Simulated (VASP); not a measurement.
Set up this calculation in VASP 6.6.1, as the native input.

- Task: single point
- Functional: PBE
- Potentials or basis: VASP PAW PBE potentials, release 64 (Ni)
- Cutoff: 520 eV
- k mesh: 18 × 18 × 10
- Occupations: fermi-dirac, width 0.1 eV
- Spin: collinear spin, ferromagnetic start
- Starting moments: [1.0, 1.0] μB
- Dipole correction: no
- Further INCAR settings: ALGO = Normal; EDIFF = 1e-06; NBANDS = 21

The structure of Ni lies in POSCAR:

```
Ni
1.0
    2.4117753780      0.0000000000      0.0000000000
   -1.2058876890      2.0886587456      0.0000000000
    0.0000000000      0.0000000000      3.9558295089
Ni
2
Direct
    0.3333333333      0.6666666667      0.2500000000
    0.6666666667      0.3333333333      0.7500000000
```

These files were run (other wordings do the same):

INCAR

```
SYSTEM = Ni
PREC = Accurate
ENCUT = 520
EDIFF = 1E-6
ISMEAR = -1
SIGMA = 0.1
LREAL = .FALSE.
LASPH = .TRUE.
NELM = 150
ALGO = Normal
ISIF = 2
LWAVE = .FALSE.
LCHARG = .FALSE.
ISPIN = 2
MAGMOM = 1 1
LORBIT = 11
LMAXMIX = 4
GGA = PE
NBANDS = 21
```

KPOINTS

```
regular mesh
0
G
  18 18 10
  0 0 0
```

Potentials or basis: VASP PAW PBE potentials, release 64 (Ni).

The run is started by

```console
$ cat potpaw_PBE.64/Ni/POTCAR > POTCAR
$ mpirun -np 1 vasp_std > vasp.out
```

Results of the run:

```yaml
Pressure: 22.5 GPa
Net_moment: 1.18 μB per cell
Site_moments: Ni +0.59 μB
Valence_electrons_inside_the_program's_atomic_spheres: Ni 9.48
```

It took 120 s on 1 thread of Intel Xeon 6975P-C, with other jobs on the host, peak memory 0.24 GiB.
